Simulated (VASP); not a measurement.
# AlNi3 (Pm-3m) in VASP: single point with PBE

Aim: the single point of AlNi3 with PBE.

Everything below comes from runs of VASP 6.6.1. Logs are shortened: lines on timing, memory, paths and dates and some standing lists are left out, and cuts for length are marked.

### Step 1. The cell of the first run

Symmetry: Pm-3m, No. 221, cubic system. Conventional cell: a = 3.567 Å, b = 3.567 Å, c = 3.567 Å, α = 90.00°, β = 90.00°, γ = 90.00°. Al (site symmetry m-3m) has 12 Ni at 2.52 Å within 3.3 Å. Ni (site symmetry 4/mmm) has 4 Al at 2.52 Å and 8 Ni at 2.52 Å within 3.3 Å.

### Step 2. Single point, PBE, collinear spin, ferromagnetic start

Input file INCAR:

```
PREC = Accurate
ENCUT = 520
EDIFF = 1E-6
ISMEAR = 0
SIGMA = 0.1
LREAL = F
LASPH = T
NELM = 150
ALGO = Normal
ISIF = 2
LWAVE = F
LCHARG = T
ISPIN = 2
MAGMOM = 0 0.3 0.3 0.3
LORBIT = 11
LMAXMIX = 4
GGA = PE
LELF = T
LVHAR = T
NBANDS = 28
```

Input file KPOINTS:

```
Automatic mesh
0
Gamma
  14 14 14
```

Input file POSCAR:

```
AlNi3
1.0
    3.5667504330      0.0000000000      0.0000000000
    0.0000000000      3.5667504330      0.0000000000
    0.0000000000      0.0000000000      3.5667504330
Al Ni
1 3
Direct
    0.0000000000      0.0000000000      0.0000000000
    0.0000000000      0.5000000000      0.5000000000
    0.5000000000      0.0000000000      0.5000000000
    0.5000000000      0.5000000000      0.0000000000
```

Potentials or basis: VASP PAW PBE potentials, release 64 (Al, Ni).

Run with:

```console
cat potpaw_PBE.64/Al/POTCAR potpaw_PBE.64/Ni/POTCAR > POTCAR
mpirun -np 1 vasp_std > vasp.out
```

OUTCAR:

```text
PREC = Accurate
   ENCUT = 520
   EDIFF = 1E-6
   ISMEAR = 0
   LREAL = F
   LASPH = T
   NELM = 150
   ISIF = 2
   ISPIN = 2
   LORBIT = 11
   GGA = PE

 ion  position               nearest neighbor table
   1  0.000  0.000  0.000-   2 2.52   3 2.52   4 2.52   2 2.52   3 2.52   2 2.52   4 2.52   2 2.52
                             3 2.52   4 2.52   3 2.52   4 2.52
   2  0.000  0.500  0.500-   1 2.52   3 2.52   4 2.52   1 2.52   4 2.52   1 2.52   3 2.52   1 2.52
                             3 2.52   4 2.52   4 2.52   3 2.52
   3  0.500  0.000  0.500-   1 2.52   2 2.52   4 2.52   1 2.52   4 2.52   2 2.52   4 2.52   4 2.52
                             1 2.52   2 2.52   1 2.52   2 2.52
   4  0.500  0.500  0.000-   1 2.52   2 2.52   3 2.52   2 2.52   3 2.52   1 2.52   3 2.52   3 2.52
                             1 2.52   2 2.52   2 2.52   1 2.52

  LATTYP: Found a simple cubic cell.
 ALAT       =     3.5667504330

  Lattice vectors:

 A1 = (   3.5667504330,   0.0000000000,   0.0000000000)
 A2 = (   0.0000000000,   3.5667504330,   0.0000000000)
 A3 = (   0.0000000000,   0.0000000000,   3.5667504330)

Analysis of symmetry for initial positions (statically):
=====================================================================
 Subroutine PRICEL returns:
 Original cell was already a primitive cell.

 Routine SETGRP: Setting up the symmetry group for a
 simple cubic supercell.

 Subroutine GETGRP returns: Found 48 space group operations
 (whereof 48 operations were pure point group operations)
 out of a pool of 48 trial point group operations.

The static configuration has the point symmetry O_h .

Analysis of symmetry for dynamics (positions and initial velocities):
=====================================================================
 Subroutine PRICEL returns:
 Original cell was already a primitive cell.

 Routine SETGRP: Setting up the symmetry group for a
 simple cubic supercell.

 Subroutine GETGRP returns: Found 48 space group operations
 (whereof 48 operations were pure point group operations)
 out of a pool of 48 trial point group operations.

The dynamic configuration has the point symmetry O_h .

Analysis of structural, dynamic, and magnetic symmetry:
=====================================================================
 Subroutine PRICEL returns:
 Original cell was already a primitive cell.

[... 131 lines left out ...]
     AMIX_MAG =   1.60;   BMIX_MAG =  1.00
  volume/ion in A,a.u.               =      11.34        76.55
  Fermi-wavevector in a.u.,A,eV,Ry     =   1.472222  2.782097 29.489795  2.167439
  Thomas-Fermi vector in A             =   2.587263
   LORBIT       =     11    0 simple, 1 ext, 2 COOP (PROOUT), +10 PAW based schemes
   GGA     = PE    functional components
   LHFCALC =     F    Hartree Fock is set to
   AEXX    =    0.0000 exact exchange contribution
   IVDW    =     0    specifies the selected vdW correction
   LEPSILON=     F    determine dielectric tensor
   LRPA    =     F    only Hartree local field effects (RPA)
 spin polarized calculation
 Gauss-broadening in eV      SIGMA  =   0.10
  energy-cutoff  :      520.00
  volume of cell :       45.38
 maximum number of plane-waves:      1242
 NGX is ok and might be reduce to    28
   NGX = 13   NGY = 13   NGZ = 13

 number of electron      33.0000020 magnetization       0.7109767

 Free energy of the ion-electron system (eV)
  ---------------------------------------------------
  ext. energy  EPLUGINS =         0.00000000
  ---------------------------------------------------
  free energy    TOTEN  =       -21.90553055 eV

  energy without entropy =      -21.88872747  energy(sigma->0) =      -21.89712901

 E-fermi :   9.4327     XC(G=0): -12.6549

 val. band max:        9.4323291517   @ k =   0.3571   0.2143   0.0000
 cond. band min:       9.4342957688   @ k =   0.4286   0.2143   0.0714
 fundamental gap:      0.0019666171
 Fermi energy:         9.4326505615

 spin component 1

 k-point     1 :       0.0000    0.0000    0.0000
  band No.  band energies     occupation
      1      -0.4859      1.00000
      2       5.1648      1.00000
      3       5.8233      1.00000
      4       5.8233      1.00000
      5       6.1663      1.00000
      6       6.1663      1.00000
[... 733 lines left out ...]
     27      23.1985      0.00000
     28      23.9601      0.00000

 [... further k-points ...]

 spin component 2

 k-point     1 :       0.0000    0.0000    0.0000
  band No.  band energies     occupation
      1      -0.5165      1.00000
      2       5.2428      1.00000
      3       5.9751      1.00000
      4       5.9751      1.00000
      5       6.4541      1.00000
      6       6.4541      1.00000
[... 733 lines left out ...]
     27      23.2144      0.00000
     28      23.9685      0.00000

 [... further k-points ...]
[... 5 lines left out ...]
  --------------------------------------------------------------------------------------
  -------------------------------------------------------------------------------------
  Total        0.0176488      0.0176488      0.0176488      0.0000000      0.0000000     -0.0000000
  in kB        0.6231724      0.6231724      0.6231724      0.0000000      0.0000000     -0.0000000
  external PRESSURE =       0.6231724 kB  Pullay stress =       0.0000000 kB

 VOLUME and BASIS-vectors are now :
 -----------------------------------------------------------------------------
  energy-cutoff  :      520.00
  volume of cell :       45.38
      direct lattice vectors                 reciprocal lattice vectors
     3.566750433  0.000000000  0.000000000     0.280367247  0.000000000  0.000000000
     0.000000000  3.566750433  0.000000000     0.000000000  0.280367247  0.000000000
     0.000000000  0.000000000  3.566750433     0.000000000  0.000000000  0.280367247

 POSITION                                       TOTAL-FORCE (eV/Angst)
 -----------------------------------------------------------------------------------
      0.00000      0.00000      0.00000         0.000000      0.000000      0.000000
      0.00000      1.78338      1.78338         0.000000      0.000000      0.000000
      1.78338      0.00000      1.78338         0.000000      0.000000      0.000000
      1.78338      1.78338      0.00000         0.000000      0.000000      0.000000
 -----------------------------------------------------------------------------------
    total drift:                                0.000000      0.000000      0.000000

  FREE ENERGIE OF THE ION-ELECTRON SYSTEM (eV)
  ---------------------------------------------------
  free  energy   TOTEN  =       -21.9055305470 eV

  energy  without entropy=      -21.8887274710  energy(sigma->0) =      -21.89712901

 total charge

# of ion       s       p       d       tot
------------------------------------------
    1        0.408   0.390   0.000   0.798
    2        0.491   0.512   8.378   9.380
    3        0.491   0.512   8.378   9.380
    4        0.491   0.512   8.378   9.380
--------------------------------------------------
tot          1.880   1.925  25.133  28.937

 magnetization (x)

# of ion       s       p       d       tot
------------------------------------------
    1       -0.001  -0.008   0.000  -0.009
    2       -0.003  -0.010   0.267   0.255
    3       -0.003  -0.010   0.267   0.255
    4       -0.003  -0.010   0.267   0.255
--------------------------------------------------
tot         -0.010  -0.037   0.802   0.755
```

OSZICAR:

```text
N       E                     dE             d eps       ncg     rms          rms(c)
DAV:   1     0.196432293902E+03    0.19643E+03   -0.13620E+04 13664   0.149E+03
DAV:   2    -0.134519629431E+02   -0.20988E+03   -0.19426E+03 13488   0.294E+02
DAV:   3    -0.258717769915E+02   -0.12420E+02   -0.11528E+02 14952   0.892E+01
DAV:   4    -0.260939235934E+02   -0.22215E+00   -0.22176E+00 15368   0.114E+01
DAV:   5    -0.261021082387E+02   -0.81846E-02   -0.81839E-02 15760   0.194E+00    0.194E+01
DAV:   6    -0.272241158300E+02   -0.11220E+01   -0.31924E+01 15600   0.102E+02    0.214E+01
DAV:   7    -0.219562058182E+02    0.52679E+01   -0.11998E+01 16008   0.555E+01    0.234E+00
DAV:   8    -0.219191718784E+02    0.37034E-01   -0.20721E-01 14348   0.298E+00    0.135E+00
DAV:   9    -0.219009135149E+02    0.18258E-01   -0.19483E-02 18552   0.198E+00    0.694E-01
DAV:  10    -0.219023051030E+02   -0.13916E-02   -0.19089E-03 16092   0.391E-01    0.537E-01
DAV:  11    -0.219042133833E+02   -0.19083E-02   -0.75344E-03 16744   0.161E+00    0.333E-01
DAV:  12    -0.219055126796E+02   -0.12993E-02   -0.13592E-03 16824   0.636E-01    0.540E-02
DAV:  13    -0.219055241794E+02   -0.11500E-04   -0.45098E-05 15120   0.620E-02    0.393E-02
DAV:  14    -0.219055272078E+02   -0.30284E-05   -0.13276E-06  9708   0.130E-02    0.228E-02
DAV:  15    -0.219055306975E+02   -0.34897E-05   -0.24435E-06 10140   0.291E-02    0.610E-03
DAV:  16    -0.219055305470E+02    0.15048E-06   -0.97071E-07  7540   0.110E-02
   1 F= -.21905531E+02 E0= -.21897129E+02  d E =-.168031E-01  mag=     0.7117
```

Wall time 3.9 min (1 thread of Intel Xeon 6975P-C, shared host); peak memory 0.33 GiB.

What came out:

- Free energy: -21.9055 eV
- Pressure: 0.1 GPa
- Net moment: 0.71 μB per cell
- Site moments: Al -0.01; Ni +0.26 μB
- Valence electrons inside the program's atomic spheres: Al 0.80; Ni 9.38
